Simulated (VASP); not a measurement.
# PbF2 (Fm-3m) in VASP: further runs, part 2 of 2

VASP 6.6.1. Earlier steps stand in the parts before.

## 3. G0W0 quasiparticle levels, PBE

The input, POSCAR:

```
PbF2
1.0
    0.0000000000      2.9458082858      2.9458082858
    2.9458082858      0.0000000000      2.9458082858
    2.9458082858      2.9458082858      0.0000000000
Pb F
1 2
Direct
    0.0000000000      0.0000000000      0.0000000000
    0.2500000000      0.2500000000      0.2500000000
    0.7500000000      0.7500000000      0.7500000000
```

The input, INCAR.step1:

```
SYSTEM = PbF2
  PREC = Accurate
  ENCUT = 500
  EDIFF = 1E-8
  ISMEAR = 0
  SIGMA = 0.01
  LREAL = .FALSE.
  LASPH = .TRUE.
  NELM = 80
  ALGO = Normal
  LWAVE = .TRUE.
  LCHARG = .FALSE.
  GGA = PE
```

The input, INCAR.step2:

```
SYSTEM = PbF2
  PREC = Accurate
  ENCUT = 500
  EDIFF = 1E-8
  ISMEAR = 0
  SIGMA = 0.01
  LREAL = .FALSE.
  LASPH = .TRUE.
  NELM = 1
  ALGO = Exact
  LWAVE = .TRUE.
  LCHARG = .FALSE.
  GGA = PE
  NBANDS = 98
  LOPTICS = .TRUE.
  ISTART = 1
```

The input, INCAR.step3:

```
SYSTEM = PbF2
  PREC = Accurate
  ENCUT = 500
  EDIFF = 1E-8
  ISMEAR = 0
  SIGMA = 0.01
  LREAL = .FALSE.
  LASPH = .TRUE.
  ALGO = EVGW0
  LWAVE = .FALSE.
  LCHARG = .FALSE.
  GGA = PE
  NELMGW = 1
  NBANDS = 98
  ENCUTGW = 80.0
  NOMEGA = 96
  PRECFOCK = Fast
  ISTART = 1
  NBANDSGW = 23
  OMEGAMAX = 20
```

The input, KPOINTS:

```
Automatic mesh
0
G
  6 6 6
  0 0 0
```

Potentials or basis: VASP PAW PBE potentials, release 64 (Pb_d_GW, F_GW).

The run is started by

```
cat potpaw_PBE.64/Pb_d_GW/POTCAR potpaw_PBE.64/F_GW/POTCAR > POTCAR
cp INCAR.step1 INCAR
mpirun -np 1 vasp_std > vasp.out
cp INCAR.step2 INCAR
mpirun -np 1 vasp_std > vasp.out
cp INCAR.step3 INCAR
mpirun -np 1 vasp_std > vasp.out
```

OUTCAR:

```text
SYSTEM = PbF2
   PREC = Accurate
   ENCUT = 500
   EDIFF = 1E-8
   ISMEAR = 0
   LREAL = .FALSE.
   LASPH = .TRUE.
   GGA = PE
   NELMGW = 1
   ENCUTGW = 80.0
   PRECFOCK = Fast
   ISTART = 1

 ion  position               nearest neighbor table
   1  0.000  0.000  0.000-
   2  0.250  0.250  0.250-
   3  0.750  0.750  0.750-

  LATTYP: Found a face centered cubic cell.
 ALAT       =     5.8916165716

  Lattice vectors:

 A1 = (   0.0000000000,   2.9458082858,   2.9458082858)
 A2 = (   2.9458082858,   0.0000000000,   2.9458082858)
 A3 = (   2.9458082858,   2.9458082858,   0.0000000000)

Analysis of symmetry for initial positions (statically):
=====================================================================
 Subroutine PRICEL returns:
 Original cell was already a primitive cell.

 Routine SETGRP: Setting up the symmetry group for a
 face centered cubic supercell.

 Subroutine GETGRP returns: Found 48 space group operations
 (whereof 48 operations were pure point group operations)
[... 125 lines left out ...]
   EFERMI_NEDOS =   21; number of points for ismear=-14 and -15
   IALGO  =     38    algorithm
   IMIX   =      4    mixing-type and parameters
     AMIX     =   0.40;   BMIX     =  1.00
     AMIX_MAG =   1.60;   BMIX_MAG =  1.00
  volume/ion in A,a.u.               =      17.04       115.01
  Fermi-wavevector in a.u.,A,eV,Ry     =   1.370569  2.589999 25.557976  1.878458
  Thomas-Fermi vector in A             =   2.496343
   LORBIT       =      0    0 simple, 1 ext, 2 COOP (PROOUT), +10 PAW based schemes
   GGA     = PE    functional components
   LHFCALC =     T    Hartree Fock is set to
   PRECFOCK=fast      Normal, Fast or Accurate (Low or Medium for compatibility)
   ENCUT4O =  -1.0   cutoff for four orbital integrals eV
   NKREDX  =     1    reduce k-point grid by
   NKREDY  =     1    reduce k-point grid by
   NKREDZ  =     1    reduce k-point grid by
   AEXX    =    1.0000 exact exchange contribution
   HFSCREEN=    0.0000 screening length (either q_TF or 0.3 A-1)
   HFSCREENC=   0.0000 screening length for correlation (either q_TF or 0.3 A-1)
   ENCUTFOCK=  -1.0 apply spherical cutoff to Coloumb kernel
   IVDW    =     0    specifies the selected vdW correction
   LEPSILON=     F    determine dielectric tensor
   LRPA    =     F    only Hartree local field effects (RPA)
   LRPAFORCE           =     F    calculate RPA forces
   ENCUTGW             =  80.0    cutoff for response function in eV
   ENCUTGWSOFT         =  64.0    soft cutoff for Coulomb kernel in GW response function in eV
   ENCUTLF             =  -1.0    cutoff for local field effects
   NELMGW              =     1    number of iterations in solving QP/BSE equation
   NELMHF              =     1    number of iterations in the inner HF iteration
   NKREDLFX            =     1    NKREDLFY  =   1   NKREDLFZ  =   1
 non-spin polarized calculation
 Gauss-broadening in eV      SIGMA  =   0.01
  energy-cutoff  :      500.00
  volume of cell :       51.13
 maximum number of plane-waves:      1313
  NGX = 18; NGY = 18; NGZ = 18
   NGX = 15   NGY = 15   NGZ = 15
 maximum number of plane-waves:        92
 NGX is ok and might be reduce to    14

 QP shifts <psi_nk| G(iteration)W_0 |psi_nk>: iteration 1
 for sc-GW calculations column KS-energies equals QP-energies in previous step
 and V_xc(KS)=  KS-energies - (<T + V_ion + V_H > + <T+V_H+V_ion>^1  + <V_x>^1)

 k-point   1 :       0.0000    0.0000    0.0000
  band No.  KS-energies  QP-energies   sigma(KS)   V_xc(KS)     V^pw_x(r,r')   Z            occupation Imag(sigma)

      1    -136.6627    -164.3344     -29.8066       5.4437     -36.1809       0.7850       2.0000       0.0774
      2     -20.8906     -24.0505     -26.8024     -22.2838     -36.3375       0.6993       2.0000       0.9353
      3     -20.2462     -23.2233     -27.7696     -23.3277     -37.3784       0.6702       2.0000       0.8087
      4     -14.0627     -23.2548     -21.1858      -9.9297     -25.3624       0.8166       2.0000       0.2397
      5     -14.0627     -23.2548     -21.1858      -9.9297     -25.3624       0.8166       2.0000       0.2397
      6     -14.0627     -23.2548     -21.1858      -9.9297     -25.3624       0.8166       2.0000       0.2397
[... 420 lines left out ...]
     22      16.9873      17.9097      -8.0461      -9.1482      -3.6653       0.8370       0.0000      -0.2304
     23      18.1936      18.8874      -7.4542      -8.2803      -3.0970       0.8398       0.0000      -0.3278
```

OUTCAR.step1:

```text
SYSTEM = PbF2
   PREC = Accurate
   ENCUT = 500
   EDIFF = 1E-8
   ISMEAR = 0
   LREAL = .FALSE.
   LASPH = .TRUE.
   NELM = 80
[... 563 lines left out ...]
      0.00000      0.00000      0.00000        -0.000000     -0.000000     -0.000000
      1.47290      1.47290      1.47290         0.000000      0.000000      0.000000
      4.41871      4.41871      4.41871        -0.000000     -0.000000     -0.000000
 -----------------------------------------------------------------------------------
    total drift:                                0.000000     -0.000000      0.000000

  FREE ENERGIE OF THE ION-ELECTRON SYSTEM (eV)
  ---------------------------------------------------
  free  energy   TOTEN  =       -14.3168108395 eV

  energy  without entropy=      -14.3168108395  energy(sigma->0) =      -14.31681084
```

OUTCAR.step2:

```text
SYSTEM = PbF2
   PREC = Accurate
   ENCUT = 500
   EDIFF = 1E-8
[... 1029 lines left out ...]
  --------------------------------------------------------------------------------------------------------------
     0.00000     3.72960     3.72960     3.72960     0.00000     0.00000    -0.00000
     2.58197     4.09294     4.09294     4.09294     0.00000     0.00000    -0.00000
     5.16394     6.97347     6.97347     6.97347     0.00000     0.00000    -0.00000
     7.74590     2.41309     2.41309     2.41309     0.00000    -0.00000    -0.00000
    10.32787     0.20108     0.20108     0.20108    -0.00000    -0.00000     0.00000
    12.90984     1.29018     1.29018     1.29018    -0.00000    -0.00000    -0.00000
[... 92 lines left out ...]
   253.03283     0.98732     0.98732     0.98732    -0.00000    -0.00000     0.00000
   255.61479     0.98758     0.98758     0.98758    -0.00000    -0.00000     0.00000
```

It took 21 min on 1 thread of Intel Xeon Platinum 8488C (Sapphire Rapids), shared host; peak memory 0.81 GiB.

What came out:

* Quasiparticle gap: 6.18 eV
* Least direct quasiparticle gap: 6.47 eV
* Band gap of the starting levels on the mesh: 4.44 eV
* Least direct gap of the starting levels on the mesh: 4.56 eV

Caveat: bands, screening cutoff and mesh are small and nothing is extrapolated, so the quasiparticle values aren't converged; spin-orbit coupling is left out, which moves the levels of the heavy elements.
